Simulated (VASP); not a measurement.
# TlBr (Pm-3m) in VASP: further runs

TlBr is run at these levels: r2SCAN; tasks: single point, relaxation of cell and atoms.

All numbers are computed with VASP 6.6.1; they aren't measurements. Logs are shortened: lines on timing, memory, paths and dates and some standing lists are left out, and cuts for length are marked.

### 1 The cell of the first run

The structure is cubic, space group Pm-3m (No. 221). The conventional cell has a = 3.996 Å, b = 3.996 Å, c = 3.996 Å, α = 90.00°, β = 90.00°, γ = 90.00°. Tl (site symmetry m-3m) has 8 Br at 3.46 Å and 6 Tl at 4.00 Å within 4.5 Å. Within 4.5 Å of Br (site symmetry m-3m) lie 8 Tl at 3.46 Å and 6 Br at 4.00 Å.

### 2 Single point, r2SCAN

The input, POSCAR:

```
TlBr
1.0
    3.9961990843      0.0000000000      0.0000000000
    0.0000000000      3.9961990843      0.0000000000
    0.0000000000      0.0000000000      3.9961990843
Tl Br
1 1
Direct
    0.0000000000      0.0000000000      0.0000000000
    0.5000000000      0.5000000000      0.5000000000
```

The input, INCAR.step1:

```
SYSTEM = TlBr
  PREC = Accurate
  ENCUT = 550
  ISMEAR = 0
  SIGMA = 0.02
  LREAL = .False.
  LASPH = .True.
  NELM = 120
  NBANDS = 17
  GGA = PE
  ALGO = Normal
  EDIFF = 1E-5
  LWAVE = .True.
  LCHARG = .False.
  GGA_COMPAT = .False.
```

The input, INCAR.step2:

```
SYSTEM = TlBr
  PREC = Accurate
  ENCUT = 550
  EDIFF = 1E-6
  ISMEAR = 0
  SIGMA = 0.02
  LREAL = .False.
  LASPH = .True.
  NELM = 120
  ALGO = Normal
  ISIF = 2
  LWAVE = .False.
  LCHARG = .True.
  METAGGA = R2SCAN
  LMIXTAU = .True.
  LELF = .True.
  LVHAR = .True.
  NBANDS = 17
  ISTART = 1
  GGA_COMPAT = .False.
```

The input, KPOINTS:

```
Automatic mesh
0
Gamma
  8 8 8
  0 0 0
```

Potentials or basis: VASP PAW PBE potentials, release 64 (Tl_d, Br).

On the command line:

```
> cat potpaw_PBE.64/Tl_d/POTCAR potpaw_PBE.64/Br/POTCAR > POTCAR
> cp INCAR.step1 INCAR
> mpirun -np 1 vasp_std > vasp.out
> cp INCAR.step2 INCAR
> mpirun -np 1 vasp_std > vasp.out
```

OUTCAR:

```text
SYSTEM = TlBr
   PREC = Accurate
   ENCUT = 550
   EDIFF = 1E-6
   ISMEAR = 0
   LREAL = .False.
   LASPH = .True.
   NELM = 120
   ISIF = 2
   METAGGA = R2SCAN
   ISTART = 1

 ion  position               nearest neighbor table
   1  0.000  0.000  0.000-   2 3.46   2 3.46   2 3.46   2 3.46   2 3.46   2 3.46   2 3.46   2 3.46

   2  0.500  0.500  0.500-   1 3.46   1 3.46   1 3.46   1 3.46   1 3.46   1 3.46   1 3.46   1 3.46

  LATTYP: Found a simple cubic cell.
 ALAT       =     3.9961990843

  Lattice vectors:

 A1 = (   3.9961990843,   0.0000000000,   0.0000000000)
 A2 = (   0.0000000000,   3.9961990843,   0.0000000000)
 A3 = (   0.0000000000,   0.0000000000,   3.9961990843)

Analysis of symmetry for initial positions (statically):
=====================================================================
 Subroutine PRICEL returns:
 Original cell was already a primitive cell.

 Routine SETGRP: Setting up the symmetry group for a
 simple cubic supercell.

 Subroutine GETGRP returns: Found 48 space group operations
 (whereof 48 operations were pure point group operations)
 out of a pool of 48 trial point group operations.

The static configuration has the point symmetry O_h .

Analysis of symmetry for dynamics (positions and initial velocities):
=====================================================================
 Subroutine PRICEL returns:
 Original cell was already a primitive cell.

 Routine SETGRP: Setting up the symmetry group for a
 simple cubic supercell.

 Subroutine GETGRP returns: Found 48 space group operations
 (whereof 48 operations were pure point group operations)
 out of a pool of 48 trial point group operations.

The dynamic configuration has the point symmetry O_h .

 Subroutine INISYM returns: Found 48 space group operations
 (whereof 48 operations are pure point group operations),
 and found     1 'primitive' translations

----------------------------------------------------------------------------------------

                                     Primitive cell

  volume of cell :      63.8177

  direct lattice vectors                    reciprocal lattice vectors
     3.996199084  0.000000000  0.000000000     0.250237783  0.000000000  0.000000000
     0.000000000  3.996199084  0.000000000     0.000000000  0.250237783  0.000000000
     0.000000000  0.000000000  3.996199084     0.000000000  0.000000000  0.250237783

  length of vectors
     3.996199084  3.996199084  3.996199084     0.250237783  0.250237783  0.250237783

  position of ions in fractional coordinates (direct lattice)
     0.000000000  0.000000000  0.000000000
     0.500000000  0.500000000  0.500000000

  ion indices of the primitive-cell ions
   primitive index   ion index
                 1           1
                 2           2

----------------------------------------------------------------------------------------

 KPOINTS: Automatic mesh

Automatic generation of k-mesh.
 Grid dimensions read from file:
 generate k-points for:    8    8    8

 Generating k-lattice:

  Cartesian coordinates                     Fractional coordinates (reciprocal lattice)
     0.031279723  0.000000000  0.000000000     0.125000000  0.000000000  0.000000000
     0.000000000  0.031279723  0.000000000     0.000000000  0.125000000  0.000000000
     0.000000000  0.000000000  0.031279723     0.000000000  0.000000000  0.125000000

  Length of vectors
     0.031279723  0.031279723  0.031279723

  Shift w.r.t. Gamma in fractional coordinates (k-lattice)
     0.000000000  0.000000000  0.000000000

 Subroutine IBZKPT returns following result:
 ===========================================

 Found     35 irreducible k-points:

 Following reciprocal coordinates:
            Coordinates               Weight
  0.000000  0.000000  0.000000      1.000000
  0.125000  0.000000  0.000000      6.000000
  0.250000  0.000000  0.000000      6.000000
  0.375000  0.000000  0.000000      6.000000
  0.500000  0.000000  0.000000      3.000000
  0.125000  0.125000  0.000000     12.000000
[... 16 lines left out ...]
  0.375000  0.375000  0.125000     24.000000
  0.500000  0.375000  0.125000     24.000000
 [... further k-points ...]
   k-points           NKPTS =     35   k-points in BZ     NKDIM =     35   number of bands    NBANDS=     17
   number of dos      NEDOS =    301   number of ions     NIONS =      2
   total plane-waves  NPLWV =  32768
   dimension x,y,z NGX =    32 NGY =   32 NGZ =   32
   dimension x,y,z NGXF=    64 NGYF=   64 NGZF=   64
   ions per type =               1   1
   NGX,Y,Z   is equivalent  to a cutoff of  13.31, 13.31, 13.31 a.u.
   NGXF,Y,Z  is equivalent  to a cutoff of  26.62, 26.62, 26.62 a.u.
 SYSTEM =  TlBr
   PREC   = accura    normal or accurate (medium, high low for compatibility)
   ISTART =      1    job   : 0-new  1-cont  2-samecut
   ICHARG =      0    charge: 1-file 2-atom 10-const
   ISPIN  =      1    spin polarized calculation?
   LNONCOLLINEAR =      F non collinear calculations
   LSORBIT =      F    spin-orbit coupling
   LASPH  =      T    aspherical Exc in radial PAW
   ENCUT  =  550.0 eV  40.42 Ry    6.36 a.u.   7.64  7.64  7.64*2*pi/ulx,y,z
   NELM   =    120;   NELMIN=  2; NELMDL=  0     # of ELM steps
   EDIFF  = 0.1E-05   stopping-criterion for ELM
   LREAL  =      F    real-space projection
   EDIFFG = 0.1E-04   stopping-criterion for IOM
   NSW    =      0    number of steps for IOM
   IBRION =     -1    ionic relax: 0-MD 1-quasi-New 2-CG
   NFREE  =      0    steps in history (QN), initial steepest desc. (CG)
   ISIF   =      2    stress and relaxation
   ISYM   =      2    0-nonsym 1-usesym 2-fastsym
   POTIM  = 0.5000    time-step for ionic-motion
   TEBEG  =    0.0;   TEEND  =   0.0 temperature during run
   PSTRESS=    0.0 pullay stress
   NELECT =      20.0000    total number of electrons
   NUPDOWN=      -1.0000    fix difference up-down
   EMIN   =  10.00;   EMAX   =-10.00  energy-range for DOS
   EFERMI =   0.00;   METHOD = LEGACY
   ISMEAR =     0;   SIGMA  =   0.02  broadening in eV -4-tet -1-fermi 0-gaus
   EFERMI_NEDOS =   21; number of points for ismear=-14 and -15
   IALGO  =     38    algorithm
   IMIX   =      4    mixing-type and parameters
     AMIX     =   0.40;   BMIX     =  1.00
     AMIX_MAG =   1.60;   BMIX_MAG =  1.00
  volume/ion in A,a.u.               =      31.91       215.33
  Fermi-wavevector in a.u.,A,eV,Ry     =   1.111999  2.101373 16.824171  1.236542
  Thomas-Fermi vector in A             =   2.248568
   LORBIT       =      0    0 simple, 1 ext, 2 COOP (PROOUT), +10 PAW based schemes
   METAGGA = R2SCAN    functional components
   LHFCALC =     F    Hartree Fock is set to
   AEXX    =    0.0000 exact exchange contribution
   IVDW    =     0    specifies the selected vdW correction
   LEPSILON=     F    determine dielectric tensor
   LRPA    =     F    only Hartree local field effects (RPA)
 non-spin polarized calculation
 Gauss-broadening in eV      SIGMA  =   0.02
  energy-cutoff  :      550.00
  volume of cell :       63.82
 maximum number of plane-waves:      1888
 NGX is ok and might be reduce to    32
   NGX = 15   NGY = 15   NGZ = 15

 number of electron      20.0000001 magnetization

 Free energy of the ion-electron system (eV)
  ---------------------------------------------------
  ext. energy  EPLUGINS =         0.00000000
  ---------------------------------------------------
  free energy    TOTEN  =       -68.38149956 eV

  energy without entropy =      -68.38149956  energy(sigma->0) =      -68.38149956

 E-fermi :   2.0503     XC(G=0):  -9.3667

 val. band max:        1.9442118450   @ k =   0.5000   0.0000   0.0000
 cond. band min:       4.2782169626   @ k =   0.5000   0.0000   0.0000
 fundamental gap:      2.3340051177
 Fermi energy:         2.0502807301

 k-point     1 :       0.0000    0.0000    0.0000
  band No.  band energies     occupation
      1     -12.2124      2.00000
      2      -8.4843      2.00000
      3      -8.4843      2.00000
      4      -8.3090      2.00000
      5      -8.3090      2.00000
      6      -8.3090      2.00000
[... 9 lines left out ...]
     16      13.7696      0.00000
     17      16.0943      0.00000

 k-point     2 :       0.1250    0.0000    0.0000
  band No.  band energies     occupation
      1     -12.1801      2.00000
      2      -8.4830      2.00000
      3      -8.4655      2.00000
      4      -8.3174      2.00000
      5      -8.3174      2.00000
      6      -8.3082      2.00000
[... 9 lines left out ...]
     16      14.6573      0.00000
     17      15.8495      0.00000

 k-point     3 :       0.2500    0.0000    0.0000
  band No.  band energies     occupation
      1     -12.0997      2.00000
      2      -8.4796      2.00000
      3      -8.4209      2.00000
      4      -8.3377      2.00000
      5      -8.3377      2.00000
      6      -8.3064      2.00000
[... 9 lines left out ...]
     16      14.7159      0.00000
     17      15.8921      0.00000

 k-point     4 :       0.3750    0.0000    0.0000
  band No.  band energies     occupation
      1     -12.0157      2.00000
      2      -8.4763      2.00000
      3      -8.3777      2.00000
      4      -8.3578      2.00000
      5      -8.3578      2.00000
      6      -8.3046      2.00000
[... 9 lines left out ...]
     16      14.1871      0.00000
     17      16.1924      0.00000
[... 343 lines left out ...]
      1     -11.9020      2.00000
      2      -8.4157      2.00000
      3      -8.3787      2.00000
      4      -8.3376      2.00000
      5      -8.3283      2.00000
      6      -8.3172      2.00000
[... 9 lines left out ...]
     16      13.4322      0.00000
     17      15.7510      0.00000

 k-point    23 :       0.3750    0.3750    0.1250
  band No.  band energies     occupation
      1     -11.8787      2.00000
      2      -8.4018      2.00000
      3      -8.3671      2.00000
      4      -8.3560      2.00000
      5      -8.3225      2.00000
      6      -8.2993      2.00000
[... 9 lines left out ...]
     16      13.5494      0.00000
     17      14.9629      0.00000

 k-point    24 :       0.5000    0.3750    0.1250
  band No.  band energies     occupation
      1     -11.8579      2.00000
      2      -8.3970      2.00000
      3      -8.3700      2.00000
      4      -8.3550      2.00000
      5      -8.3239      2.00000
      6      -8.2819      2.00000
[... 9 lines left out ...]
     16      13.5344      0.00000
     17      15.2039      0.00000

 [... further k-points ...]

------------------------ aborting loop because EDIFF is reached ----------------------------------------

  FORCE on cell =-STRESS in cart. coord.  units (eV):
  Direction    XX          YY          ZZ          XY          YZ          ZX
  --------------------------------------------------------------------------------------
  -------------------------------------------------------------------------------------
  Total       -0.0069340     -0.0069340     -0.0069340     -0.0000000     -0.0000000      0.0000000
  in kB       -0.1740809     -0.1740809     -0.1740809     -0.0000000     -0.0000000      0.0000000
  external PRESSURE =      -0.1740809 kB  Pullay stress =       0.0000000 kB

 VOLUME and BASIS-vectors are now :
 -----------------------------------------------------------------------------
  energy-cutoff  :      550.00
  volume of cell :       63.82
      direct lattice vectors                 reciprocal lattice vectors
     3.996199084  0.000000000  0.000000000     0.250237783  0.000000000  0.000000000
     0.000000000  3.996199084  0.000000000     0.000000000  0.250237783  0.000000000
     0.000000000  0.000000000  3.996199084     0.000000000  0.000000000  0.250237783

 POSITION                                       TOTAL-FORCE (eV/Angst)
 -----------------------------------------------------------------------------------
      0.00000      0.00000      0.00000         0.000000      0.000000      0.000000
      1.99810      1.99810      1.99810         0.000000      0.000000      0.000000
 -----------------------------------------------------------------------------------
    total drift:                                0.000000      0.000000     -0.000000

  FREE ENERGIE OF THE ION-ELECTRON SYSTEM (eV)
  ---------------------------------------------------
  free  energy   TOTEN  =       -68.3814995591 eV

  energy  without entropy=      -68.3814995591  energy(sigma->0) =      -68.38149956
```

It took 71 s on 1 thread of Intel Xeon Platinum 8488C (Sapphire Rapids), shared host; peak memory 0.21 GiB.

Results:

```yaml
Free_energy: -68.3815 eV
Pressure: 0.0 GPa
Band_gap_on_the_k_mesh: 2.33 eV, direct
```

Caveat: the PAW data sets were made with another functional, which shifts forces and pressure a little; spin-orbit coupling is left out, which moves the levels of the heavy elements. A k mesh can miss the band edges.

(Part 1 of 2 ends here.)
